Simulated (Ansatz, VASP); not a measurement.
## One calculation of NbP, two programs

INCAR

```
ALGO = Normal
EDIFF = 1E-7
EDIFFG = -0.04
ENCUT = 500
GGA = PE
GGA_COMPAT = False
IBRION = 2
ISIF = 3
ISMEAR = 0
LASPH = True
LCHARG = False
LREAL = False
LWAVE = False
NELM = 120
NELMIN = 4
NSW = 90
PREC = Accurate
SIGMA = 0.1
```

The input KPOINTS:

```
k-points
0
Gamma
  4 4 4
```

POSCAR

```
NbP
1.0
    4.1641325600      0.0000000000      0.0000000000
    0.0000000000      4.1641325600      0.0000000000
    0.0000000000      0.0000000000      5.8889727500
Nb P
2 2
Direct
    0.0000000000      0.5000000000      0.0000000000
    0.5000000000      0.0000000000      0.5000000000
    0.5000000000      0.5000000000      0.2500000000
    0.5000000000      0.5000000000      0.7500000000
```

Input for Ansatz:

```yaml
crystal:
  lattice:
    - [4.16413256, 0.0, 0.0]
    - [0.0, 4.16413256, 0.0]
    - [0.0, 0.0, 5.88897275]
  atoms:
    - { symbol: Nb, position: [0.0, 0.5, 0.0] }
    - { symbol: Nb, position: [0.5, 0.0, 0.5] }
    - { symbol: P, position: [0.5, 0.5, 0.25] }
    - { symbol: P, position: [0.5, 0.5, 0.75] }
basis:
  ecutwfc: 420
kpoints:
  mp_grid: { grid: [4, 4, 4] }
hamiltonian:
  xc: pbe
scf:
  occupations: { method: gaussian, width: 0.1 }
  lower_state_search: "off"
output:
  forces: true
  stress: true
  eigenvalues: true
relax:
  adjacent_minimum: "off"
  f_tol: 0.04
  max_steps: 70
  cell: { stress_tol: 0.4 }
```

Change from the starting cell: ordered vacancies on the anion sites of fluorite (P4_2/mmc, No. 131).

Alike in both runs: task relaxation of cell and atoms; functional PBE; k mesh 4 × 4 × 4; occupations gaussian, width 0.1 eV; no spin polarisation.

```csv
,VASP,Ansatz
version,VASP 6.6.1,Ansatz 0.2.0
potentials or method,"VASP PAW PBE potentials, release 64 (Nb_sv, P), cutoff 500 eV","scalar-relativistic, plane waves, PAW"
valence electrons in the cell,36,36
```

|  | VASP | Ansatz | Ansatz less VASP |
| --- | --- | --- | --- |
| gap on the k mesh at the Fermi level, each at its own relaxed structure (eV) | none | none | - |
| relaxed volume (Å³/atom) | 21.57 | 21.67 | +0.092 |
| relaxed cell length with the largest relative difference (Å) | 4.729 | 4.746 | +0.0171 |

A gap of «none» marks a metal or a gap that the smearing closes.

The k mesh is coarse, so the values compare programs but aren't converged. Noted on VASP's run: the volume moved by over 15 % at a fixed basis, so the end points are rough.
